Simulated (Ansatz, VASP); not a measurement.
# One calculation of WS2, two programs

```
CELL_PARAMETERS angstrom
3.18321 0.00000 0.00000
-1.59160 2.75674 0.00000
0.00000 0.00000 23.66876
ATOMIC_POSITIONS crystal
W 0.66667 0.33333 0.36268
W 0.33333 0.66667 0.63732
S 0.66667 0.33333 0.70318
S 0.33333 0.66667 0.42856
S 0.66667 0.33333 0.57144
S 0.33333 0.66667 0.29682
```

Alike in both runs: functional PBEsol; k mesh 10 × 10 × 2; occupations fermi-dirac, width 0.05 eV; no spin polarisation.

```csv
,VASP,Ansatz
version,VASP 6.6.1,Ansatz 0.2.0
potentials or method,"VASP PAW PBE potentials, release 64 (W_sv, S)",Ansatz PAW
plane-wave cutoff (eV),520,420
valence electrons in the cell,52,52
task,single point,band structure
```

VASP gave:

```
gap on the k mesh at the Fermi level (eV) : 1.66
least direct gap on the mesh (eV)         : 2.12
rms of the force components (eV/Å)        : 0.039
```

Task: Which values does Ansatz return?

Result: gap on the k mesh at the Fermi level (eV): 1.65; least direct gap on the mesh (eV): 2.12; rms of the force components (eV/Å): 0.049.

VASP's potentials were made for PBE, not for PBEsol. Atom by atom the forces differ by 0.010 eV/Å (rms over components). The functional is the same, so the differences come from potentials, cutoffs and numerics.

Neither program's run includes spin-orbit coupling. Noted on Ansatz's run: the k mesh misses the band edges, so the gap on the mesh is wider than the one along the path.
